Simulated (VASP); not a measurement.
Crystal: TiO2.

```xyz
12
Lattice="-2.9732 3.2874 3.2874 2.9732 -3.2874 3.2874 2.9732 3.2874 -3.2874" Properties=species:S:1:pos:R:3 pbc="T T T"
Ti    1.5077   -1.6673    1.6262
Ti    1.4396    1.6441   -1.6467
Ti    0.0143    1.6395    1.6106
Ti    2.9885    1.6224    1.7053
O     1.4886    1.6643    2.9428
O     1.4986    5.0124   -0.3937
O    -0.0073    0.3354    4.9323
O     2.9734   -0.3837    1.6382
O    -0.0195    3.6555    1.6106
O     1.5467   -1.6121    3.5858
O     3.0093    2.9436   -1.6509
O     1.5037    1.6254    0.3731
```

This cell differs from its parent crystal: atoms moved at random.

Base run:

```yaml
Program: VASP 6.6.1
Functional: PBEsol
Potentials_or_basis: VASP PAW PBE potentials, release 64 (Ti_sv, O)
Cutoff: 520 eV
k_mesh: 6 × 6 × 6
Occupations: fermi-dirac, width 0.05 eV
Spin: no spin polarisation
```

Its results: band gap on the k mesh 1.72 eV; pressure -7.3 GPa; largest force 1.380 eV/Å.

The run is repeated on the same cell with these changes: functional from PBEsol to PBE. What comes out?

Band gap on the k mesh 1.75 eV; pressure -0.5 GPa; largest force 1.402 eV/Å.

PBE binds less tightly than PBEsol, so the same cell stands under more pressure.

Caveats: the PAW data sets were made with another functional, which shifts forces and pressure a little (some runs); forces of over 1 eV/Å act on the atoms, so gaps and moduli don't describe the material at rest (some runs).

A k mesh can miss the band edges.
